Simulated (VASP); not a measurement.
A run of VASP 6.6.1 is set up as follows.

Contents of INCAR:

```
ALGO = Normal
EDIFF = 1E-6
ENCUT = 520
GGA = PE
ISIF = 2
ISMEAR = 0
LASPH = True
LCHARG = False
LREAL = False
LWAVE = False
NBANDS = 34
NELM = 60
PREC = Accurate
SIGMA = 0.1
```

KPOINTS

```
k-points
0
Gamma
  4 4 4
```

POSCAR

```
ScW3
1.0
    0.0000000000      3.2776634200      3.2776634200
    3.2776634200      0.0000000000      3.2776634200
    3.2776634200      3.2776634200      0.0000000000
Sc W
1 3
Direct
    0.0000000000      0.0000000000      0.0000000000
    0.2500000000      0.2500000000      0.2500000000
    0.7500000000      0.7500000000      0.7500000000
    0.5000000000      0.5000000000      0.5000000000
```

Potentials or basis: VASP PAW PBE potentials, release 64 (Sc_sv, W_sv).

Run with:

```sh
$ cat potpaw_PBE.64/Sc_sv/POTCAR potpaw_PBE.64/W_sv/POTCAR > POTCAR
$ mpirun -np 1 vasp_std > vasp.out
```

Question: Estimate the band gap on the k mesh.

Answer: Zero (an odd number of electrons rules out a gap without spin polarisation).

Question: Predict the pressure.

Answer: -7.4 GPa.

Caveat: the k points lie up to 0.42 Å⁻¹ apart, too coarse for converged energies and pressures of a metal; spin-orbit coupling is left out, which moves the levels of the heavy elements.
